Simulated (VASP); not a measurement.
SnO2, 6 atoms in the cell. It takes space group Pnnm (No. 58, orthorhombic). Conventional cell: a = 4.863 Å, b = 4.863 Å, c = 3.285 Å, α = 90.00°, β = 90.00°, γ = 90.00°. Sn (site symmetry 2/m) has 6 O at 2.08 to 2.17 Å within 2.8 Å. Within 2.8 Å of O (site symmetry m) lie 3 Sn at 2.08 to 2.17 Å and 1 O at 2.55 Å. 

```yaml
Program: VASP 6.6.1
Task: single point
Functional: LDA
Potentials_or_basis: VASP PAW LDA potentials, release 64 (Sn_d, O)
Cutoff: 520 eV
k_mesh: 6 × 6 × 8
Occupations: gaussian, width 0.05 eV
Spin: no spin polarisation
Dipole_correction: no
Further_INCAR_settings: ALGO = Normal; EDIFF = 1e-06; NBANDS = 35
```

Potentials or basis: VASP PAW LDA potentials, release 64 (Sn_d, O).

Command:

```console
$ cat potpaw_LDA.64/Sn_d/POTCAR potpaw_LDA.64/O/POTCAR > POTCAR
$ mpirun -np 1 vasp_std > vasp.out
```

Hardware: 1 thread of Intel(R) Xeon(R) Platinum 8488C (Sapphire Rapids) (shared host).

Problem. How long does it take, and how much memory?

Solution. Run time: 92 s on 1 thread of Intel(R) Xeon(R) Platinum 8488C (Sapphire Rapids) (shared host), peak memory 0.27 GiB. Counts: scf iterations 14, k points 80.
